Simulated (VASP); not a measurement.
Input of a VASP 6.6.1 run:

The input INCAR:

```
SYSTEM = MgO
PREC = Accurate
ENCUT = 600
EDIFF = 1E-6
ISMEAR = 0
SIGMA = 0.1
LREAL = .FALSE.
LASPH = .TRUE.
NELM = 120
ALGO = Normal
ISIF = 2
LWAVE = .FALSE.
LCHARG = .FALSE.
GGA = PE
NBANDS = 11
GGA_COMPAT = .FALSE.
```

KPOINTS

```
Automatic mesh
0
G
  8 8 8
  0 0 0
```

The input POSCAR:

```
MgO
1.0
    0.0000000000      2.0781561797      2.0781561797
    2.0781561797      0.0000000000      2.0781561797
    2.0781561797      2.0781561797      0.0000000000
Mg O
1 1
Direct
    0.0000000000      0.0000000000      0.0000000000
    0.5000000000      0.5000000000      0.5000000000
```

Potentials or basis: VASP PAW PBE potentials, release 64 (Mg, O).

Launch:

```sh
$ cat potpaw_PBE.64/Mg/POTCAR potpaw_PBE.64/O/POTCAR > POTCAR
$ mpirun -np 1 vasp_std > vasp.out
```

(1) Estimate the band gap on the k mesh.

(2) Estimate the pressure.

## Answers

(1) 5.13 eV.

(2) 11.0 GPa.

Caveat: the cell stands under pressure.
